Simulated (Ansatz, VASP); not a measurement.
**IrRu2: VASP beside Ansatz**

```
Ru Ir
1.0
     0.00000    3.53749    3.53749
     3.53749    0.00000    3.53749
     3.53749    3.53749    0.00000
Ru Ir
4 2
Direct
  0.12500 0.12500 0.12500
  0.62500 0.12500 0.12500
  0.12500 0.12500 0.62500
  0.12500 0.62500 0.12500
  0.50000 0.50000 0.50000
  0.75000 0.75000 0.75000
```

Alike in both runs: functional PBE; k mesh 10 × 10 × 10; occupations gaussian, width 0.1 eV; no spin polarisation.

Ansatz relaxed the structure, and its values are those at the end. VASP's run is a single point on that final structure, the one shown.

|  | VASP | Ansatz |
| --- | --- | --- |
| version | VASP 6.6.1 | Ansatz 0.2.0 |
| potentials or method | VASP PAW PBE potentials, release 64 (Ru_pv, Ir), cutoff 520 eV | scalar-relativistic, plane waves, PAW |
| valence electrons in the cell | 74 | 98 |

VASP gave:

- gap on the k mesh at the Fermi level (eV): none
- pressure (GPa): 0.1

Which values does Ansatz return?

gap on the k mesh at the Fermi level (eV): none; pressure (GPa): 0.0.

A gap of «none» marks a metal or a gap that the smearing closes. VASP's potentials hold 74 valence electrons a cell and Ansatz's 98, so a difference there can come from the potentials and not from the codes.

Neither program's run includes spin-orbit coupling.
